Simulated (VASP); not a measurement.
The system is CdSe.

```
Cd Se
1.0
     0.00000    2.85467    2.85467
     2.85467    0.00000    2.85467
     2.85467    2.85467    0.00000
Cd Se
1 1
Direct
  0.00000 0.00000 0.00000
  0.50000 0.50000 0.50000
```

This cell differs from its parent crystal: volume scaled by 0.98.

Base run:

| Quantity | Value |
| --- | --- |
| Program | VASP 6.6.1 |
| Functional | PBEsol |
| Potentials or basis | VASP PAW PBE potentials, release 64 (Cd, Se) |
| Cutoff | 520 eV |
| k mesh | 8 × 8 × 8 |
| Occupations | fermi-dirac, width 0.05 eV |
| Spin | no spin polarisation |

Its results: pressure -2.4 GPa.

Question: The run is repeated on the same cell with these changes: functional from PBEsol to r2SCAN. What comes out?

Answer: Pressure -0.5 GPa.

Caveats: the PAW data sets were made with another functional, which shifts forces and pressure a little.
